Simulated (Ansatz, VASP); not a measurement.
**CsRe: VASP beside Ansatz**

```
CELL_PARAMETERS angstrom
3.53315 0.00000 0.00000
0.00000 3.53315 0.00000
0.00000 0.00000 11.87125
ATOMIC_POSITIONS crystal
Cs 0.50000 0.00000 0.26715
Cs 0.00000 0.50000 0.73285
Re 0.50000 0.00000 0.98077
Re 0.00000 0.50000 0.01923
```

Alike in both runs: functional PBE; k mesh 6 × 6 × 2; occupations gaussian, width 0.1 eV; no spin polarisation.

Ansatz relaxed the structure, and its values are those at the end. VASP's run is a single point on that final structure, the one shown.

|  | VASP | Ansatz |
| --- | --- | --- |
| version | VASP 6.6.1 | Ansatz 0.2.0 |
| potentials or method | VASP PAW PBE potentials, release 64 (Cs_sv, Re_sv_GW), cutoff 500 eV | scalar-relativistic, plane waves, PAW |
| valence electrons in the cell | 48 | 48 |

|  | VASP | Ansatz | Ansatz less VASP |
| --- | --- | --- | --- |
| gap on the k mesh at the Fermi level (eV) | none | none | - |
| pressure (GPa) | -0.3 | 0.0 | +0.35 |
| rms of the force components (eV/Å) | 0.014 | 0.004 | -0.0102 |

A gap of «none» marks a metal or a gap that the smearing closes.

Neither program's run includes spin-orbit coupling.
